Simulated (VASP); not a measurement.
Ta:

```
CELL_PARAMETERS angstrom
-1.65290 1.65290 1.65290
1.65290 -1.65290 1.65290
1.65290 1.65290 -1.65290
ATOMIC_POSITIONS crystal
Ta 0.00000 0.00000 0.00000
```

| Item | Value |
| --- | --- |
| Program | VASP 6.6.1 |
| Task | relaxation of cell and atoms |
| Functional | revPBE |
| Potentials or basis | VASP PAW PBE potentials, release 64 (Ta_pv) |
| Cutoff | 600 eV |
| k mesh | 13 × 13 × 13 |
| Occupations | fermi-dirac, width 0.1 eV |
| Spin | no spin polarisation |

At the start: pressure 5.5 GPa; volume 18.06 Å³/atom.

Q: Where does the relaxation end?

A: Over 4 steps the energy falls by 8.3 meV/atom and the volume is 18.56 Å³/atom (+2.7 %); space group Im-3m (No. 229, to 0.1 Å) before and after.

Step by step:
```tsv
step	energy change (eV)	largest force (eV/Å)	pressure (GPa)	volume (Å³)
1	0.0000	0.0000	5.48	18.06
2	0.0316	0.0000	-10.41	19.73
3	-0.0083	0.0000	-0.10	18.57
4	-0.0083	0.0000	0.00	18.56
```

Final structure:
```
CELL_PARAMETERS angstrom
-1.66788 1.66788 1.66788
1.66788 -1.66788 1.66788
1.66788 1.66788 -1.66788
ATOMIC_POSITIONS crystal
Ta 0.00000 0.00000 0.00000
```

Caveat: the PAW data sets were made with another functional, which shifts forces and pressure a little.
